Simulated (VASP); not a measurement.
**Sc2AsSe: relaxation of cell and atoms with PBE**

Sc2AsSe:

```
Sc As Se
1.0
     0.00000    3.80350    5.01791
     2.59158    0.00000    5.01791
     2.59158    3.80350    0.00000
Sc As Se
2 1 1
Cartesian
  2.5916 3.8035 2.4972
  2.5916 3.8035 7.5386
  0.0000 0.0000 0.0000
  2.5916 3.8035 5.0179
```

The cell was generated, and may not be a known phase.

* Program: VASP 6.6.1
* Task: relaxation of cell and atoms
* Functional: PBE
* Potentials or basis: VASP PAW PBE potentials, release 64 (Sc_sv, As, Se)
* Cutoff: 600 eV
* k mesh: 4 × 4 × 4
* Occupations: gaussian, width 0.1 eV
* Spin: no spin polarisation
* Dipole correction: no
* Further INCAR settings: ALGO = Normal; EDIFF = 1e-06; IBRION = 2; EDIFFG = -0.04; NSW = 90; ISIF = 3

```json
{
  "Relaxed volume": "24.45 Å³/atom",
  "Relaxed cell": "a = 6.164 Å, b = 6.173 Å, c = 4.262 Å, α = 69.67°, β = 69.91°, γ = 40.42°",
  "Space group after relaxing (to 0.1 Å)": "I4/mmm (No. 139)",
  "Energy gained by relaxing": "392.4 meV/atom",
  "Ionic steps": "15",
  "Pressure after relaxing": "0.0 GPa",
  "Largest force after relaxing": "0.020 eV/Å",
  "Band gap on the k mesh": "zero (an odd number of electrons rules out a gap without spin polarisation)"
}
```

Forces in eV/Å, atoms in the order of the input:
```
Sc   0.000  0.000 -0.020
Sc   0.000  0.000  0.020
As   0.000  0.000  0.000
Se   0.000  0.000  0.000
```

Stress tensor (GPa, compression positive):
```
-0.18  0.00  0.00
 0.00  0.08  0.00
 0.00  0.00  0.08
```

Step by step:
| step | energy change (eV) | largest force (eV/Å) | pressure (GPa) | volume (Å³) |
| --- | --- | --- | --- | --- |
| 1 | 0.0000 | 1.1203 | 11.03 | 98.92 |
| 2 | -1.0313 | 0.4112 | -4.48 | 124.33 |
| 3 | -1.1119 | 0.5246 | -2.09 | 117.51 |
| 4 | -1.2168 | 0.1398 | 0.76 | 113.23 |
| 5 | -1.2308 | 0.2687 | -0.09 | 114.29 |
| 6 | -1.2786 | 0.1136 | -0.67 | 113.17 |
| 7 | -1.4099 | 0.2734 | -1.88 | 109.49 |
| 8 | -1.4309 | 0.4602 | -0.23 | 100.62 |
| 9 | -1.4663 | 0.3834 | -2.00 | 106.76 |
| 10 | -1.4820 | 0.4289 | -1.85 | 105.42 |
| 11 | -1.5306 | 0.3952 | -0.87 | 101.63 |
| 12 | -1.5407 | 0.3549 | -0.20 | 99.53 |
| 13 | -1.5524 | 0.2361 | -0.48 | 99.53 |
| 14 | -1.5622 | 0.0348 | -0.91 | 99.51 |
| 15 | -1.5696 | 0.0202 | -0.01 | 97.78 |

Final structure:
```cif
data_structure
_symmetry_space_group_name_H-M 'P 1'
_symmetry_Int_Tables_number 1
_cell_length_a 6.1639
_cell_length_b 6.1732
_cell_length_c 4.2624
_cell_angle_alpha 69.670
_cell_angle_beta 69.906
_cell_angle_gamma 40.424
_cell_volume 97.78
loop_
_atom_site_label
_atom_site_type_symbol
_atom_site_fract_x
_atom_site_fract_y
_atom_site_fract_z
_atom_site_occupancy
Sc1 Sc 0.26292 0.26292 0.73708 1
Sc2 Sc 0.73708 0.73708 0.26292 1
As1 As 0.00000 0.00000 0.00000 1
Se1 Se 0.50000 0.50000 0.50000 1
```

Levels at points of the mesh, in eV from the Fermi level:
| k point | band 13 | band 14 | band 15 | band 16 | band 17 | band 18 | band 19 | band 20 |
| --- | --- | --- | --- | --- | --- | --- | --- | --- |
| (0.00, 0.00, 0.00) | -3.82 | -2.54 | -2.14 | -0.93 | -0.02 | 1.86 | 1.88 | 2.13 |
| (0.50, 0.00, 0.00) | -2.56 | -2.30 | -1.88 | -1.15 | -0.44 | 0.45 | 1.06 | 1.50 |
| (0.50, 0.50, 0.00) | -3.61 | -1.91 | -1.06 | -0.18 | 0.00 | 0.67 | 0.71 | 1.32 |
| (0.50, 0.00, 0.50) | -3.93 | -1.95 | -0.38 | -0.07 | 0.12 | 0.45 | 1.39 | 1.59 |
| (0.00, 0.50, 0.50) | -3.89 | -1.98 | -0.37 | -0.11 | 0.15 | 0.49 | 1.37 | 1.54 |

Wall time 12 min on 1 thread of Intel(R) Xeon(R) Platinum 8259CL CPU @ 2.50GHz (Skylake/Cascade Lake), on a shared host, peak memory 0.34 GiB.

Caveat: the k points lie up to 0.40 Å⁻¹ apart in the final cell, too coarse for converged energies and pressures of a metal; an odd number of electrons without spin polarisation forces a metal; a magnetic or distorted state may lie lower.
